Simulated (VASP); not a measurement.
# MgO (Fm-3m) in VASP: notebook, part 2 of 2

VASP 6.6.1.

## (3) Single point, r2SCAN

This run uses another cell than the first one, of 9.29 Å³/atom.

POSCAR

```
MgO
1.0
    0.0000000000      2.1021674158      2.1021674158
    2.1021674158      0.0000000000      2.1021674158
    2.1021674158      2.1021674158      0.0000000000
Mg O
1 1
Direct
    0.0000000000      0.0000000000      0.0000000000
    0.5000000000      0.5000000000      0.5000000000
```

INCAR.step1

```
  PREC = Accurate
  ENCUT = 750
  ISMEAR = 0
  SIGMA = 0.01
  LREAL = False
  LASPH = True
  NELM = 120
  NBANDS = 15
  GGA = PE
  ALGO = Normal
  EDIFF = 1E-5
  LWAVE = True
  LCHARG = False
  GGA_COMPAT = False
```

INCAR.step2

```
  PREC = Accurate
  ENCUT = 750
  EDIFF = 1E-6
  ISMEAR = 0
  SIGMA = 0.01
  LREAL = False
  LASPH = True
  NELM = 120
  ALGO = Normal
  ISIF = 2
  LWAVE = False
  LCHARG = False
  METAGGA = R2SCAN
  LMIXTAU = True
  NBANDS = 15
  ISTART = 1
  GGA_COMPAT = False
```

KPOINTS

```
regular mesh
0
Gamma
  10 10 10
```

Potentials or basis: VASP PAW PBE potentials, release 64 (Mg_sv, O).

Command:

```sh
cat potpaw_PBE.64/Mg_sv/POTCAR potpaw_PBE.64/O/POTCAR > POTCAR
cp INCAR.step1 INCAR
mpirun -np 1 vasp_std > vasp.out
cp INCAR.step2 INCAR
mpirun -np 1 vasp_std > vasp.out
```

OUTCAR:

```text
PREC = Accurate
   ENCUT = 750
   EDIFF = 1E-6
   ISMEAR = 0
   LREAL = False
   LASPH = True
   NELM = 120
   ISIF = 2
   METAGGA = R2SCAN
   ISTART = 1

 ion  position               nearest neighbor table
   1  0.000  0.000  0.000-   2 2.10   2 2.10   2 2.10   2 2.10   2 2.10   2 2.10
   2  0.500  0.500  0.500-   1 2.10   1 2.10   1 2.10   1 2.10   1 2.10   1 2.10

  LATTYP: Found a face centered cubic cell.
 ALAT       =     4.2043348316

  Lattice vectors:

 A1 = (   0.0000000000,   2.1021674158,   2.1021674158)
 A2 = (   2.1021674158,   0.0000000000,   2.1021674158)
 A3 = (   2.1021674158,   2.1021674158,   0.0000000000)

Analysis of symmetry for initial positions (statically):
=====================================================================
 Subroutine PRICEL returns:
 Original cell was already a primitive cell.

 Routine SETGRP: Setting up the symmetry group for a
 face centered cubic supercell.

 Subroutine GETGRP returns: Found 48 space group operations
 (whereof 48 operations were pure point group operations)
 out of a pool of 48 trial point group operations.

The static configuration has the point symmetry O_h .

Analysis of symmetry for dynamics (positions and initial velocities):
=====================================================================
 Subroutine PRICEL returns:
 Original cell was already a primitive cell.

 Routine SETGRP: Setting up the symmetry group for a
 face centered cubic supercell.

 Subroutine GETGRP returns: Found 48 space group operations
 (whereof 48 operations were pure point group operations)
 out of a pool of 48 trial point group operations.

The dynamic configuration has the point symmetry O_h .

 Subroutine INISYM returns: Found 48 space group operations
 (whereof 48 operations are pure point group operations),
 and found     1 'primitive' translations

----------------------------------------------------------------------------------------

                                     Primitive cell

  volume of cell :      18.5794

  direct lattice vectors                    reciprocal lattice vectors
     0.000000000  2.102167416  2.102167416    -0.237849753  0.237849753  0.237849753
     2.102167416  0.000000000  2.102167416     0.237849753 -0.237849753  0.237849753
     2.102167416  2.102167416  0.000000000     0.237849753  0.237849753 -0.237849753

  length of vectors
     2.972913670  2.972913670  2.972913670     0.411967856  0.411967856  0.411967856

  position of ions in fractional coordinates (direct lattice)
     0.000000000  0.000000000  0.000000000
     0.500000000  0.500000000  0.500000000

  ion indices of the primitive-cell ions
   primitive index   ion index
                 1           1
                 2           2

----------------------------------------------------------------------------------------

 KPOINTS: regular mesh

Automatic generation of k-mesh.
 Grid dimensions read from file:
 generate k-points for:   10   10   10

 Generating k-lattice:

  Cartesian coordinates                     Fractional coordinates (reciprocal lattice)
    -0.023784975  0.023784975  0.023784975     0.100000000  0.000000000  0.000000000
     0.023784975 -0.023784975  0.023784975     0.000000000  0.100000000  0.000000000
     0.023784975  0.023784975 -0.023784975     0.000000000  0.000000000  0.100000000

  Length of vectors
     0.041196786  0.041196786  0.041196786

  Shift w.r.t. Gamma in fractional coordinates (k-lattice)
     0.000000000  0.000000000  0.000000000

 Subroutine IBZKPT returns following result:
 ===========================================

 Found     47 irreducible k-points:

 Following reciprocal coordinates:
            Coordinates               Weight
  0.000000  0.000000  0.000000      1.000000
  0.100000  0.000000  0.000000      8.000000
  0.200000  0.000000  0.000000      8.000000
  0.300000  0.000000  0.000000      8.000000
  0.400000  0.000000  0.000000      8.000000
  0.500000  0.000000  0.000000      4.000000
[... 16 lines left out ...]
  0.300000  0.300000  0.000000      6.000000
  0.400000  0.300000  0.000000     24.000000
 [... further k-points ...]
   k-points           NKPTS =     47   k-points in BZ     NKDIM =     47   number of bands    NBANDS=     15
   number of dos      NEDOS =    301   number of ions     NIONS =      2
   total plane-waves  NPLWV =  21952
   dimension x,y,z NGX =    28 NGY =   28 NGZ =   28
   dimension x,y,z NGXF=    56 NGYF=   56 NGZF=   56
   ions per type =               1   1
   NGX,Y,Z   is equivalent  to a cutoff of  15.66, 15.66, 15.66 a.u.
   NGXF,Y,Z  is equivalent  to a cutoff of  31.32, 31.32, 31.32 a.u.
 SYSTEM =  unknown system
   PREC   = accura    normal or accurate (medium, high low for compatibility)
   ISTART =      1    job   : 0-new  1-cont  2-samecut
   ICHARG =      0    charge: 1-file 2-atom 10-const
   ISPIN  =      1    spin polarized calculation?
   LNONCOLLINEAR =      F non collinear calculations
   LSORBIT =      F    spin-orbit coupling
   LASPH  =      T    aspherical Exc in radial PAW
   ENCUT  =  750.0 eV  55.12 Ry    7.42 a.u.   6.64  6.64  6.64*2*pi/ulx,y,z
   NELM   =    120;   NELMIN=  2; NELMDL=  0     # of ELM steps
   EDIFF  = 0.1E-05   stopping-criterion for ELM
   LREAL  =      F    real-space projection
   EDIFFG = 0.1E-04   stopping-criterion for IOM
   NSW    =      0    number of steps for IOM
   IBRION =     -1    ionic relax: 0-MD 1-quasi-New 2-CG
   NFREE  =      0    steps in history (QN), initial steepest desc. (CG)
   ISIF   =      2    stress and relaxation
   ISYM   =      2    0-nonsym 1-usesym 2-fastsym
   POTIM  = 0.5000    time-step for ionic-motion
   TEBEG  =    0.0;   TEEND  =   0.0 temperature during run
   PSTRESS=    0.0 pullay stress
   NELECT =      16.0000    total number of electrons
   NUPDOWN=      -1.0000    fix difference up-down
   EMIN   =  10.00;   EMAX   =-10.00  energy-range for DOS
   EFERMI =   0.00;   METHOD = LEGACY
   ISMEAR =     0;   SIGMA  =   0.01  broadening in eV -4-tet -1-fermi 0-gaus
   EFERMI_NEDOS =   21; number of points for ismear=-14 and -15
   IALGO  =     38    algorithm
   IMIX   =      4    mixing-type and parameters
     AMIX     =   0.40;   BMIX     =  1.00
     AMIX_MAG =   1.60;   BMIX_MAG =  1.00
  volume/ion in A,a.u.               =       9.29        62.69
  Fermi-wavevector in a.u.,A,eV,Ry     =   1.557534  2.943312 33.006537  2.425912
  Thomas-Fermi vector in A             =   2.661170
   LORBIT       =      0    0 simple, 1 ext, 2 COOP (PROOUT), +10 PAW based schemes
   METAGGA = R2SCAN    functional components
   LHFCALC =     F    Hartree Fock is set to
   AEXX    =    0.0000 exact exchange contribution
   IVDW    =     0    specifies the selected vdW correction
   LEPSILON=     F    determine dielectric tensor
   LRPA    =     F    only Hartree local field effects (RPA)
 non-spin polarized calculation
 Gauss-broadening in eV      SIGMA  =   0.01
  energy-cutoff  :      750.00
  volume of cell :       18.58
 maximum number of plane-waves:       893
   NGX = 13   NGY = 13   NGZ = 13

 number of electron      15.9999994 magnetization

 Free energy of the ion-electron system (eV)
  ---------------------------------------------------
  ext. energy  EPLUGINS =         0.00000000
  ---------------------------------------------------
  free energy    TOTEN  =       -16.16275540 eV

  energy without entropy =      -16.16275540  energy(sigma->0) =      -16.16275540

 E-fermi :   2.8330     XC(G=0): -12.0711

 val. band max:        2.5456613479   @ k =   0.0000   0.0000   0.0000
 cond. band min:       8.2492741596   @ k =   0.0000   0.0000   0.0000
 fundamental gap:      5.7036128117
 Fermi energy:         2.8329999170

 k-point     1 :       0.0000    0.0000    0.0000
  band No.  band energies     occupation
      1     -72.4053      2.00000
      2     -37.4963      2.00000
      3     -37.4963      2.00000
      4     -37.4963      2.00000
      5     -15.6691      2.00000
      6       2.5457      2.00000
      7       2.5457      2.00000
      8       2.5457      2.00000
      9       8.2493      0.00000
     10      19.4396      0.00000
     11      19.4396      0.00000
     12      19.4396      0.00000
     13      23.5625      0.00000
     14      25.3994      0.00000
     15      25.3994      0.00000
[... 397 lines left out ...]
 k-point    24 :       0.4000    0.3000    0.0000
  band No.  band energies     occupation
      1     -72.3963      2.00000
      2     -37.5560      2.00000
      3     -37.5200      2.00000
      4     -37.5176      2.00000
      5     -14.4493      2.00000
      6      -1.0326      2.00000
      7       1.2269      2.00000
      8       1.4408      2.00000
      9      13.2245      0.00000
     10      13.7323      0.00000
     11      17.4569      0.00000
     12      22.1695      0.00000
     13      22.3883      0.00000
     14      28.9627      0.00000
     15      31.2201      0.00000

 [... further k-points ...]
[... 5 lines left out ...]
  --------------------------------------------------------------------------------------
  -------------------------------------------------------------------------------------
  Total       -0.0015956     -0.0015956     -0.0015956      0.0000000      0.0000000      0.0000000
  in kB       -0.1375921     -0.1375921     -0.1375921      0.0000000      0.0000000      0.0000000
  external PRESSURE =      -0.1375921 kB  Pullay stress =       0.0000000 kB

 VOLUME and BASIS-vectors are now :
 -----------------------------------------------------------------------------
  energy-cutoff  :      750.00
  volume of cell :       18.58
      direct lattice vectors                 reciprocal lattice vectors
     0.000000000  2.102167416  2.102167416    -0.237849753  0.237849753  0.237849753
     2.102167416  0.000000000  2.102167416     0.237849753 -0.237849753  0.237849753
     2.102167416  2.102167416  0.000000000     0.237849753  0.237849753 -0.237849753

 POSITION                                       TOTAL-FORCE (eV/Angst)
 -----------------------------------------------------------------------------------
      0.00000      0.00000      0.00000         0.000000      0.000000     -0.000000
      2.10217      2.10217      2.10217        -0.000000     -0.000000      0.000000
 -----------------------------------------------------------------------------------
    total drift:                                0.000000      0.000000      0.000000

  FREE ENERGIE OF THE ION-ELECTRON SYSTEM (eV)
  ---------------------------------------------------
  free  energy   TOTEN  =       -16.1627554045 eV

  energy  without entropy=      -16.1627554045  energy(sigma->0) =      -16.16275540
```

It took 55 s on 1 thread of Intel Xeon Platinum 8488C (Sapphire Rapids), shared host; peak memory 0.17 GiB.

What came out:

- Free energy: -16.1628 eV
- Pressure: 0.0 GPa
- Band gap on the k mesh: 5.70 eV

Caveat: the PAW data sets were made with another functional, which shifts forces and pressure a little.
